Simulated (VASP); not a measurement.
# B (Fm-3m) in VASP: a series of runs

B is run at these levels: PBE+D3(BJ); tasks: single point, relaxation of cell and atoms.

Program: VASP 6.6.1. These are calculated values, not measurements. Logs are shortened: lines on timing, memory, paths and dates and some standing lists are left out, and cuts for length are marked.

## Step 1: The cell of the first run

The structure is cubic, space group Fm-3m (No. 225). Conventional cell: a = 3.431 Å, b = 3.431 Å, c = 3.431 Å, α = 90.00°, β = 90.00°, γ = 90.00°. Within 3.2 Å of B (site symmetry m-3m) lie 12 B at 2.43 Å.

## Step 2: Single point, PBE+D3(BJ)

Input file INCAR:

```
ALGO     = Normal         # electronic algorithm
EDIFF    = 1E-6           # SCF threshold, eV
ENCUT    = 520            # plane-wave cutoff, eV
GGA      = PE             # functional
ISIF     = 2              # what is computed and relaxed
ISMEAR   = 0              # smearing method
IVDW     = 12             # dispersion correction
LASPH    = True           # aspherical terms in the spheres
LCHARG   = False          # write CHGCAR
LREAL    = False          # projectors in reciprocal space
LWAVE    = False          # write WAVECAR
NBANDS   = 8              # bands
NELM     = 100            # most SCF steps
PREC     = Accurate       # precision mode
SIGMA    = 0.1            # smearing width, eV
```

Input file KPOINTS:

```
k-points
0
Gamma
  8 8 8
```

Input file POSCAR:

```
B
1.0
    0.0000000000      1.7157029075      1.7157029075
    1.7157029075      0.0000000000      1.7157029075
    1.7157029075      1.7157029075      0.0000000000
B
1
Direct
    0.0000000000      0.0000000000      0.0000000000
```

Potentials or basis: VASP PAW PBE potentials, release 64 (B).

Command:

```
> cat potpaw_PBE.64/B/POTCAR > POTCAR
> mpirun -np 1 vasp_std > vasp.out
```

OUTCAR:

```text
EDIFF = 1E-6
   ENCUT = 520
   GGA = PE
   ISIF = 2
   ISMEAR = 0
   IVDW = 12
   LASPH = True
   LREAL = False
   NELM = 100
   PREC = Accurate
 IVDW          = 12

 ion  position               nearest neighbor table
   1  0.000  0.000  0.000-

  LATTYP: Found a face centered cubic cell.
 ALAT       =     3.4314058150

  Lattice vectors:

 A1 = (   0.0000000000,   1.7157029075,   1.7157029075)
 A2 = (   1.7157029075,   0.0000000000,   1.7157029075)
 A3 = (   1.7157029075,   1.7157029075,   0.0000000000)

Analysis of symmetry for initial positions (statically):
=====================================================================
 Subroutine PRICEL returns:
 Original cell was already a primitive cell.

 Routine SETGRP: Setting up the symmetry group for a
 face centered cubic supercell.

 Subroutine GETGRP returns: Found 48 space group operations
 (whereof 48 operations were pure point group operations)
 out of a pool of 48 trial point group operations.

The static configuration has the point symmetry O_h .

Analysis of symmetry for dynamics (positions and initial velocities):
=====================================================================
 Subroutine PRICEL returns:
 Original cell was already a primitive cell.

 Routine SETGRP: Setting up the symmetry group for a
 face centered cubic supercell.

 Subroutine GETGRP returns: Found 48 space group operations
 (whereof 48 operations were pure point group operations)
 out of a pool of 48 trial point group operations.

The dynamic configuration has the point symmetry O_h .

 Subroutine INISYM returns: Found 48 space group operations
 (whereof 48 operations are pure point group operations),
 and found     1 'primitive' translations

----------------------------------------------------------------------------------------

                                     Primitive cell

  volume of cell :      10.1008

  direct lattice vectors                    reciprocal lattice vectors
     0.000000000  1.715702908  1.715702908    -0.291425746  0.291425746  0.291425746
     1.715702908  0.000000000  1.715702908     0.291425746 -0.291425746  0.291425746
     1.715702908  1.715702908  0.000000000     0.291425746  0.291425746 -0.291425746

  length of vectors
     2.426370321  2.426370321  2.426370321     0.504764199  0.504764199  0.504764199

  position of ions in fractional coordinates (direct lattice)
     0.000000000  0.000000000  0.000000000

[... 76 lines left out ...]
   LREAL  =      F    real-space projection
   EDIFFG = 0.1E-04   stopping-criterion for IOM
   NSW    =      0    number of steps for IOM
   IBRION =     -1    ionic relax: 0-MD 1-quasi-New 2-CG
   NFREE  =      0    steps in history (QN), initial steepest desc. (CG)
   ISIF   =      2    stress and relaxation
   ISYM   =      2    0-nonsym 1-usesym 2-fastsym
   POTIM  = 0.5000    time-step for ionic-motion
   TEBEG  =    0.0;   TEEND  =   0.0 temperature during run
   PSTRESS=    0.0 pullay stress
   NELECT =       3.0000    total number of electrons
   NUPDOWN=      -1.0000    fix difference up-down
   EMIN   =  10.00;   EMAX   =-10.00  energy-range for DOS
   EFERMI =   0.00;   METHOD = LEGACY
   ISMEAR =     0;   SIGMA  =   0.10  broadening in eV -4-tet -1-fermi 0-gaus
   EFERMI_NEDOS =   21; number of points for ismear=-14 and -15
   IALGO  =     38    algorithm
   IMIX   =      4    mixing-type and parameters
     AMIX     =   0.40;   BMIX     =  1.00
     AMIX_MAG =   1.60;   BMIX_MAG =  1.00
  volume/ion in A,a.u.               =      10.10        68.16
  Fermi-wavevector in a.u.,A,eV,Ry     =   1.092270  2.064090 16.232469  1.193053
  Thomas-Fermi vector in A             =   2.228532
   LORBIT       =      0    0 simple, 1 ext, 2 COOP (PROOUT), +10 PAW based schemes
   GGA     = PE    functional components
   LHFCALC =     F    Hartree Fock is set to
   AEXX    =    0.0000 exact exchange contribution
   IVDW    =    12    specifies the selected vdW correction
   LEPSILON=     F    determine dielectric tensor
   LRPA    =     F    only Hartree local field effects (RPA)
 non-spin polarized calculation
 Gauss-broadening in eV      SIGMA  =   0.10
  energy-cutoff  :      520.00
  volume of cell :       10.10
 maximum number of plane-waves:       290
 NGX is ok and might be reduce to    18
   NGX =  9   NGY =  9   NGZ =  9

 number of electron       3.0000000 magnetization

 Free energy of the ion-electron system (eV)
  ---------------------------------------------------
  ext. energy  EPLUGINS =         0.00000000
  ---------------------------------------------------
  free energy    TOTEN  =        -4.35722920 eV

  energy without entropy =       -4.35419324  energy(sigma->0) =       -4.35571122

 E-fermi :   4.6836     XC(G=0): -10.8803

 val. band max:        4.3563636806   @ k =  -0.3750   0.3750   0.0000
 cond. band min:       4.7581993860   @ k =   0.5000   0.2500   0.1250
 fundamental gap:      0.4018357053
 Fermi energy:         4.6836142521

 k-point     1 :       0.0000    0.0000    0.0000
  band No.  band energies     occupation
      1      -8.6791      2.00000
      2      14.5458      0.00000
      3      14.5458      0.00000
      4      14.5458      0.00000
      5      29.1787      0.00000
      6      29.1787      0.00000
      7      29.1787      0.00000
      8      32.3616      0.00000
[... 243 lines left out ...]
 k-point    24 :      -0.3750    0.2500    0.1250
  band No.  band energies     occupation
      1       0.3183      2.00000
      2       0.8309      2.00000
      3       9.2303      0.00000
      4      10.3978      0.00000
      5      22.0530      0.00000
      6      27.6344      0.00000
      7      31.7446      0.00000
      8      32.1633      0.00000

 [... further k-points ...]

------------------------ aborting loop because EDIFF is reached ----------------------------------------

 Edisp (eV)   -0.39206

 E8    (eV) :    -0.1290

  FORCE on cell =-STRESS in cart. coord.  units (eV):
  Direction    XX          YY          ZZ          XY          YZ          ZX
  --------------------------------------------------------------------------------------
  -------------------------------------------------------------------------------------
  Total      -3.11209    -3.11209    -3.11209    -0.00000    -0.00000     0.00000
  in kB    -493.63594  -493.63594  -493.63594    -0.00000    -0.00000     0.00000
  external pressure =     -493.64 kB  Pullay stress =        0.00 kB

 VOLUME and BASIS-vectors are now :
 -----------------------------------------------------------------------------
  energy-cutoff  :      520.00
  volume of cell :       10.10
      direct lattice vectors                 reciprocal lattice vectors
     0.000000000  1.715702908  1.715702908    -0.291425746  0.291425746  0.291425746
     1.715702908  0.000000000  1.715702908     0.291425746 -0.291425746  0.291425746
     1.715702908  1.715702908  0.000000000     0.291425746  0.291425746 -0.291425746

 POSITION                                       TOTAL-FORCE (eV/Angst)
 -----------------------------------------------------------------------------------
      0.00000      0.00000      0.00000         0.000000     -0.000000      0.000000
 -----------------------------------------------------------------------------------
    total drift:                               -0.000000     -0.000000     -0.000000

  FREE ENERGIE OF THE ION-ELECTRON SYSTEM (eV)
  ---------------------------------------------------
  free  energy   TOTEN  =        -4.7492860994 eV

  energy  without entropy=       -4.7462501347  energy(sigma->0) =       -4.74776812
```

OSZICAR:

```text
N       E                     dE             d eps       ncg     rms          rms(c)
DAV:   1    -0.290666530513E+01   -0.29067E+01   -0.12731E+03   472   0.281E+02
DAV:   2    -0.435772297506E+01   -0.14511E+01   -0.13771E+01   640   0.262E+01
DAV:   3    -0.436129349736E+01   -0.35705E-02   -0.35705E-02   504   0.139E+00
DAV:   4    -0.436129382833E+01   -0.33097E-06   -0.33082E-06   680   0.131E-02
DAV:   5    -0.436129382816E+01    0.16783E-09   -0.14795E-10   528   0.583E-05    0.981E-01
DAV:   6    -0.435851603809E+01    0.27778E-02   -0.22022E-03   560   0.329E-01    0.578E-01
DAV:   7    -0.435722413881E+01    0.12919E-02   -0.49310E-03   592   0.491E-01    0.484E-02
DAV:   8    -0.435722955868E+01   -0.54199E-05   -0.36493E-05   496   0.466E-02    0.564E-03
DAV:   9    -0.435722920422E+01    0.35446E-06   -0.39390E-07   464   0.544E-03
   1 F= -.47492861E+01 E0= -.47477681E+01  d E =-.303596E-02
```

It took 1.7 s on 1 thread of Intel Xeon Platinum 8488C (Sapphire Rapids), shared host; peak memory 0.12 GiB.

What came out:

```yaml
Free_energy: -4.7493 eV
Pressure: -49.4 GPa
Dispersion_energy_per_atom: -0.392 eV
```

Caveat: the k points lie up to 0.40 Å⁻¹ apart; pairwise dispersion overbinds metals, which lowers pressure and volume.

(Continued in part 2 of 2.)
